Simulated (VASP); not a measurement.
Set up this calculation in VASP 6.6.1, as the native input.

| Property | Result |
| --- | --- |
| Task | single point |
| Functional | PBE |
| Potentials or basis | VASP PAW PBE potentials, release 64 (Nd_3, Cd, C), 4f in core |
| Cutoff | 600 eV |
| k mesh | 8 × 8 × 6 |
| Occupations | gaussian, width 0.1 eV |
| Spin | no spin polarisation |
| Dipole correction | no |
| Further INCAR settings | ALGO = Normal; EDIFF = 1e-06; NBANDS = 29 |

The structure of Nd2CdC2 lies in POSCAR:

```
Nd2CdC2
1.0
    4.1633547933      0.0000000000      0.0000000000
    0.0000000000      4.1633547933      0.0000000000
    0.0000000000      0.0000000000      6.4244176847
Nd Cd C
2 1 2
Direct
    0.0000000000      0.0000000000      0.5000000000
    0.5000000000      0.5000000000      0.0000000000
    0.5000000000      0.5000000000      0.5000000000
    0.0000000000      0.0000000000      0.8989572580
    0.0000000000      0.0000000000      0.1010427420
```

The cell was generated, and may not be a known phase.

These files were run (other wordings do the same):

INCAR

```
PREC     = Accurate       # precision mode
ENCUT    = 600            # plane-wave cutoff, eV
EDIFF    = 1E-6           # SCF threshold, eV
ISMEAR   = 0              # smearing method
SIGMA    = 0.1            # smearing width, eV
LREAL    = False          # projectors in reciprocal space
LASPH    = True           # aspherical terms in the spheres
NELM     = 200            # most SCF steps
ALGO     = Normal         # electronic algorithm
ISIF     = 2              # what is computed and relaxed
LWAVE    = False          # write WAVECAR
LCHARG   = False          # write CHGCAR
GGA      = PE             # functional
NBANDS   = 29             # bands
GGA_COMPAT= False        
LMAXMIX  = 6              # l up to which the mixer works
```

KPOINTS

```
regular mesh
0
Gamma
  8 8 6
```

Potentials or basis: VASP PAW PBE potentials, release 64 (Nd_3, Cd, C), 4f in core.

Command:

```console
$ cat potpaw_PBE.64/Nd_3/POTCAR potpaw_PBE.64/Cd/POTCAR potpaw_PBE.64/C/POTCAR > POTCAR
$ mpirun -np 1 vasp_std > vasp.out
```

It gave:

```json
{
 "Pressure": "0.3 GPa",
 "Largest force": "0.090 eV/Å",
 "Band gap on the k mesh": "zero (bands 21 and 22 overlap by 1.19 eV)"
}
```

Caveat: spin-orbit coupling is left out, which moves the levels of the heavy elements; the 4f electrons are frozen in the core, so they carry no moment and show no levels.

It took 2.6 min on 1 thread of Intel(R) Xeon(R) Platinum 8559C (Emerald Rapids), on a shared host, peak memory 0.41 GiB.
